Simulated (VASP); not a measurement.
# Pt (I4/mmm) in VASP: relaxation of shape and atoms at fixed volume with PBE

Aim: the relaxation of shape and atoms at fixed volume of Pt with PBE.

All numbers are computed with VASP 6.6.1; they aren't measurements. Logs are shortened: lines on timing, memory, paths and dates and some standing lists are left out, and cuts for length are marked.

## (1) The cell of the first run

The structure is tetragonal, space group I4/mmm (No. 139). The conventional cell has a = 3.285 Å, b = 3.285 Å, c = 2.668 Å, α = 90.00°, β = 90.00°, γ = 90.00°. Within 3.5 Å of Pt (site symmetry 4/mmm) lie 14 Pt at 2.67 to 3.28 Å.

## (2) Relaxation of shape and atoms at fixed volume, PBE (14.39 Å³/atom)

Contents of INCAR:

```
PREC = Accurate ; ENCUT = 600
EDIFF = 1E-7 ; ISMEAR = 0
SIGMA = 0.1 ; LREAL = F
LASPH = T ; NELM = 100
ALGO = Fast ; ISIF = 4
LWAVE = F ; LCHARG = F
GGA = PE ; IBRION = 2
NSW = 50 ; EDIFFG = -0.01
```

Contents of KPOINTS:

```
regular mesh
0
Gamma
  26 26 26
```

Contents of POSCAR:

```
Pt
1.0
   -1.6424146984      1.6424146984      1.3340856397
    1.6424146984     -1.6424146984      1.3340856397
    1.6424146984      1.6424146984     -1.3340856397
Pt
1
Direct
    0.0000000000      0.0000000000      0.0000000000
```

Potentials or basis: VASP PAW PBE potentials, release 64 (Pt).

Started as:

```console
> cat potpaw_PBE.64/Pt/POTCAR > POTCAR
> mpirun -np 1 vasp_std > vasp.out
```

OUTCAR:

```text
PREC = Accurate
   ENCUT = 600
   EDIFF = 1E-7
   ISMEAR = 0
   LREAL = F
   LASPH = T
   NELM = 100
   ISIF = 4
   GGA = PE
   IBRION = 2
   NSW = 50
   EDIFFG = -0.01

 ion  position               nearest neighbor table
   1  0.000  0.000  0.000-

  LATTYP: Found a body centered tetragonal cell.
 ALAT       =     3.2848293968
 C/A-ratio  =     0.8122708844

  Lattice vectors:

 A1 = (  -1.6424146984,   1.6424146984,   1.3340856397)
 A2 = (   1.6424146984,  -1.6424146984,   1.3340856397)
 A3 = (   1.6424146984,   1.6424146984,  -1.3340856397)

Analysis of symmetry for initial positions (statically):
=====================================================================
 Subroutine PRICEL returns:
 Original cell was already a primitive cell.

 Routine SETGRP: Setting up the symmetry group for a
 body centered tetragonal supercell.

 Subroutine GETGRP returns: Found 16 space group operations
 (whereof 16 operations were pure point group operations)
 out of a pool of 16 trial point group operations.

The static configuration has the point symmetry D_4h.

Analysis of symmetry for dynamics (positions and initial velocities):
=====================================================================
 Subroutine PRICEL returns:
 Original cell was already a primitive cell.

 Routine SETGRP: Setting up the symmetry group for a
 body centered tetragonal supercell.

 Subroutine GETGRP returns: Found 16 space group operations
 (whereof 16 operations were pure point group operations)
 out of a pool of 16 trial point group operations.

The dynamic configuration has the point symmetry D_4h.

 Subroutine INISYM returns: Found 16 space group operations
 (whereof 16 operations are pure point group operations),
 and found     1 'primitive' translations

----------------------------------------------------------------------------------------

                                     Primitive cell

  volume of cell :      14.3949

  direct lattice vectors                    reciprocal lattice vectors
    -1.642414698  1.642414698  1.334085640     0.000000000  0.304429813  0.374788533
     1.642414698 -1.642414698  1.334085640     0.304429813  0.000000000  0.374788533
     1.642414698  1.642414698 -1.334085640     0.304429813  0.304429813  0.000000000

  length of vectors
     2.678588542  2.678588542  2.678588542     0.482849827  0.482849827  0.430528771

  position of ions in fractional coordinates (direct lattice)
     0.000000000  0.000000000  0.000000000
[... 89 lines left out ...]
   EMIN   =  10.00;   EMAX   =-10.00  energy-range for DOS
   EFERMI =   0.00;   METHOD = LEGACY
   ISMEAR =     0;   SIGMA  =   0.10  broadening in eV -4-tet -1-fermi 0-gaus
   EFERMI_NEDOS =   21; number of points for ismear=-14 and -15
   IALGO  =     68    algorithm
   IMIX   =      4    mixing-type and parameters
     AMIX     =   0.40;   BMIX     =  1.00
     AMIX_MAG =   1.60;   BMIX_MAG =  1.00
  volume/ion in A,a.u.               =      14.39        97.14
  Fermi-wavevector in a.u.,A,eV,Ry     =   1.449901  2.739916 28.602347  2.102213
  Thomas-Fermi vector in A             =   2.567575
   LORBIT       =      0    0 simple, 1 ext, 2 COOP (PROOUT), +10 PAW based schemes
   GGA     = PE    functional components
   LHFCALC =     F    Hartree Fock is set to
   AEXX    =    0.0000 exact exchange contribution
   IVDW    =     0    specifies the selected vdW correction
   LEPSILON=     F    determine dielectric tensor
   LRPA    =     F    only Hartree local field effects (RPA)
 conjugate gradient relaxation of ions
 non-spin polarized calculation
 RMM-DIIS sequential band-by-band and
 Gauss-broadening in eV      SIGMA  =   0.10
  energy-cutoff  :      600.00
  volume of cell :       14.39
 maximum number of plane-waves:       513
 NGX is ok and might be reduce to    24
   NGX = 11   NGY = 11   NGZ = 11

--------------------------------------- Ionic step        1  -------------------------------------------

 number of electron      10.0000000 magnetization

 Free energy of the ion-electron system (eV)
  ---------------------------------------------------
  ext. energy  EPLUGINS =         0.00000000
  ---------------------------------------------------
  free energy    TOTEN  =        -5.98119943 eV

  energy without entropy =       -5.97619084  energy(sigma->0) =       -5.97869514

------------------------ aborting loop because EDIFF is reached ----------------------------------------

  FORCE on cell =-STRESS in cart. coord.  units (eV):
  Direction    XX          YY          ZZ          XY          YZ          ZX
  --------------------------------------------------------------------------------------
  -------------------------------------------------------------------------------------
  Total        2.5368671      2.5368671      2.6708265      0.0000000      0.0000000      0.0000000
  in kB      282.3572528    282.3572528    297.2671420      0.0000000      0.0000000      0.0000000
  external PRESSURE =     287.3272159 kB  Pullay stress =       0.0000000 kB
[... 57 lines left out ...]
--------------------------------------- Ionic step        3  -------------------------------------------

 number of electron      10.0000000 magnetization

 Free energy of the ion-electron system (eV)
  ---------------------------------------------------
  ext. energy  EPLUGINS =         0.00000000
  ---------------------------------------------------
  free energy    TOTEN  =        -5.98139528 eV

  energy without entropy =       -5.97637644  energy(sigma->0) =       -5.97888586

 E-fermi :  12.1456     XC(G=0): -13.7595

 val. band max:       12.1456204870   @ k =  -0.2308  -0.4231   0.2308
 cond. band min:      12.1462955392   @ k =  -0.3077  -0.3846   0.1154
 fundamental gap:      0.0006750522
 Fermi energy:        12.1456405576

 k-point     1 :       0.0000    0.0000    0.0000
  band No.  band energies     occupation
      1       1.4398      2.00000
      2       6.7785      2.00000
      3       8.7503      2.00000
      4       8.9552      2.00000
      5       8.9552      2.00000
      6      11.6908      2.00000
      7      27.7060      0.00000
      8      27.7060      0.00000
      9      32.6789      0.00000
[... 265 lines left out ...]
 k-point    24 :       0.3846    0.0385    0.0000
  band No.  band energies     occupation
      1       4.6098      2.00000
      2       5.8770      2.00000
      3      10.1823      2.00000
      4      10.9460      2.00000
      5      12.2878      0.04441
      6      12.3969      0.00038
      7      22.0539      0.00000
      8      25.4999      0.00000
      9      28.0278      0.00000

 [... further k-points ...]
[... 5 lines left out ...]
  --------------------------------------------------------------------------------------
  -------------------------------------------------------------------------------------
  Total        2.5704325      2.5704325      2.5715016      0.0000000     -0.0000000      0.0000000
  in kB      286.0931397    286.0931397    286.2121340      0.0000000     -0.0000000      0.0000000
  external PRESSURE =     286.1328045 kB  Pullay stress =       0.0000000 kB
[... 16 lines left out ...]
  FREE ENERGIE OF THE ION-ELECTRON SYSTEM (eV)
  ---------------------------------------------------
  free  energy   TOTEN  =        -5.9813952795 eV

  energy  without entropy=       -5.9763764366  energy(sigma->0) =       -5.97888586

 reached required accuracy - stopping structural energy minimisation
```

OSZICAR:

```text
N       E                     dE             d eps       ncg     rms          rms(c)
DAV:   1     0.424745721680E+02    0.42475E+02   -0.60998E+03 24333   0.118E+03
DAV:   2    -0.588809019636E+01   -0.48363E+02   -0.46575E+02 25295   0.203E+02
[... 20 lines left out ...]
   2 F= -.59813555E+01 E0= -.59788445E+01  d E =-.156063E-03
       N       E                     dE             d eps       ncg     rms          rms(c)
DAV:   1    -0.598151895504E+01   -0.16349E-03   -0.94286E-03 24613   0.878E-01    0.592E-02
RMM:   2    -0.598142514691E+01    0.93808E-04   -0.47242E-05 23940   0.669E-02    0.273E-02
RMM:   3    -0.598139534976E+01    0.29797E-04   -0.30256E-05 23940   0.514E-02    0.769E-03
RMM:   4    -0.598139525975E+01    0.90011E-07   -0.15139E-06 23864   0.144E-02    0.287E-03
RMM:   5    -0.598139527948E+01   -0.19725E-07   -0.14625E-07 17047   0.376E-03
   3 F= -.59813953E+01 E0= -.59788859E+01  d E =-.195848E-03
```

CONTCAR:

```text
Pt
   1.00000000000000
    -1.6399910996213245    1.6399910996213245    1.3380316091923534
     1.6399910996213245   -1.6399910996213245    1.3380316091923534
     1.6399910996213245    1.6399910996213245   -1.3380316091923534
  Pt
     1
Direct
     0.0000000000000000    0.0000000000000000    0.0000000000000000

  0.00000000E+00  0.00000000E+00  0.00000000E+00
```

Wall time 10 min (1 thread of AMD EPYC 7R43 (Zen 3), shared host); peak memory 0.32 GiB.

Results:

```yaml
Free_energy: -5.9814 eV
Energy_gained_by_relaxing: 0.2 meV/atom
Ionic_steps: 3
Pressure_after_relaxing: 28.6 GPa
Band_gap_on_the_k_mesh: zero (bands 5 and 6 overlap by 2.37 eV)
```

The path:
```tsv
step	energy change (eV)	largest force (eV/Å)	pressure (GPa)	volume (Å³)
1	0.0000	0.0000	28.73	14.39
2	-0.0002	0.0000	28.55	14.39
3	-0.0002	0.0000	28.61	14.39
```

Final structure:
```
Pt
1.0
    -1.63999    1.63999    1.33803
     1.63999   -1.63999    1.33803
     1.63999    1.63999   -1.33803
Pt
1
Direct
  0.00000 0.00000 0.00000
```

Caveat: spin-orbit coupling is left out, which moves the levels of the heavy elements.
